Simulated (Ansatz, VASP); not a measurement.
Si3C2 in VASP and in Ansatz

Contents of INCAR:

```
SYSTEM = Si3C2
PREC = Accurate
ENCUT = 600
EDIFF = 1E-6
ISMEAR = 0
SIGMA = 0.1
LREAL = .False.
LASPH = .True.
NELM = 100
ALGO = Normal
ISIF = 3
LWAVE = .False.
LCHARG = .False.
GGA = PE
IBRION = 2
NSW = 90
EDIFFG = -0.04
```

KPOINTS

```
regular mesh
0
Gamma
  6 6 6
  0 0 0
```

The input POSCAR:

```
Si3C2
1.0
    4.7564768133      0.0000000000      0.0000000000
   -2.3782384066      4.1192297528      0.0000000000
    0.0000000000      0.0000000000      2.7635096153
Si C
3 2
Direct
    0.3590167296      0.0000000000      0.0000000000
    0.0000000000      0.3590167296      0.0000000000
    0.6409832704      0.6409832704      0.0000000000
    0.3333333333      0.6666666667      0.5000000000
    0.6666666667      0.3333333333      0.5000000000
```

Input for Ansatz:

```yaml
crystal:
  lattice:
    - [4.7564768133, 0.0, 0.0]
    - [-2.3782384066, 4.1192297528, 0.0]
    - [0.0, 0.0, 2.7635096153]
  atoms:
    - { symbol: Si, position: [0.3590167296, 0.0, 0.0] }
    - { symbol: Si, position: [0.0, 0.3590167296, 0.0] }
    - { symbol: Si, position: [0.6409832704, 0.6409832704, 0.0] }
    - { symbol: C, position: [0.3333333333, 0.6666666667, 0.5] }
    - { symbol: C, position: [0.6666666667, 0.3333333333, 0.5] }
basis:
  ecutwfc: 420
kpoints:
  mp_grid: { grid: [6, 6, 6] }
hamiltonian:
  xc: pbe
scf:
  occupations: { method: gaussian, width: 0.1 }
  lower_state_search: "off"
output:
  forces: true
  stress: true
  eigenvalues: true
relax:
  adjacent_minimum: "off"
  f_tol: 0.04
  max_steps: 70
  cell: { stress_tol: 0.4 }
```

Alike in both runs: task relaxation of cell and atoms; functional PBE; k mesh 6 × 6 × 6; occupations gaussian, width 0.1 eV; no spin polarisation.

|  | VASP | Ansatz |
| --- | --- | --- |
| version | VASP 6.6.1 | Ansatz 0.2.0 |
| potentials or method | VASP PAW PBE potentials, release 64 (Si, C), cutoff 600 eV | scalar-relativistic, plane waves, PAW |
| valence electrons in the cell | 20 | 20 |

```tsv
	VASP	Ansatz	Ansatz less VASP
gap on the k mesh at the Fermi level, each at its own relaxed structure (eV)	none	none	-
relaxed volume (Å³/atom)	11.00	11.01	+0.016
relaxed length of the cell vector where the two differ most in proportion (Å)	4.790	4.795	+0.0047
```

A gap of «none» marks a metal or a gap that the smearing closes.

The k mesh is coarse, so the values compare programs but aren't converged.
